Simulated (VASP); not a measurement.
Set up this calculation in VASP 6.6.1, as the native input.

```yaml
Task: single point
Functional: PBE
Potentials_or_basis: VASP PAW PBE potentials, release 64 (Ag, Cl)
Cutoff: 520 eV
k_mesh: 8 × 8 × 8
Occupations: gaussian, width 0.02 eV
Spin: no spin polarisation
Dipole_correction: no
Further_INCAR_settings: ALGO = Normal; EDIFF = 1e-06; NBANDS = 16
```

The structure of AgCl lies in POSCAR:

```
AgCl
1.0
    0.0000000000      2.7327452045      2.7327452045
    2.7327452045      0.0000000000      2.7327452045
    2.7327452045      2.7327452045      0.0000000000
Ag Cl
1 1
Direct
    0.5000000000      0.5000000000      0.5000000000
    0.0000000000      0.0000000000      0.0000000000
```

This cell differs from its parent crystal: strained.

The input as run:

INCAR

```
SYSTEM = AgCl
PREC = Accurate ; ENCUT = 520
EDIFF = 1E-6 ; ISMEAR = 0
SIGMA = 0.02 ; LREAL = .FALSE.
LASPH = .TRUE. ; NELM = 100
ALGO = Normal ; ISIF = 2
LWAVE = .FALSE. ; LCHARG = .TRUE.
GGA = PE ; LELF = .TRUE.
LVHAR = .TRUE. ; NBANDS = 16
```

KPOINTS

```
regular mesh
0
G
  8 8 8
  0 0 0
```

Potentials or basis: VASP PAW PBE potentials, release 64 (Ag, Cl).

The run is started by

```sh
$ cat potpaw_PBE.64/Ag/POTCAR potpaw_PBE.64/Cl/POTCAR > POTCAR
$ mpirun -np 1 vasp_std > vasp.out
```

Results of the run:

The pressure is 3.9 GPa and the band gap on the k mesh is 0.90 eV (least direct gap 3.33 eV).

Caveat: the cell differs from its parent crystal (strained); the cell stands under pressure.

It took 14 s on 1 thread of AMD EPYC 7R13 Processor (Zen 3), with other jobs on the host, peak memory 0.15 GiB.
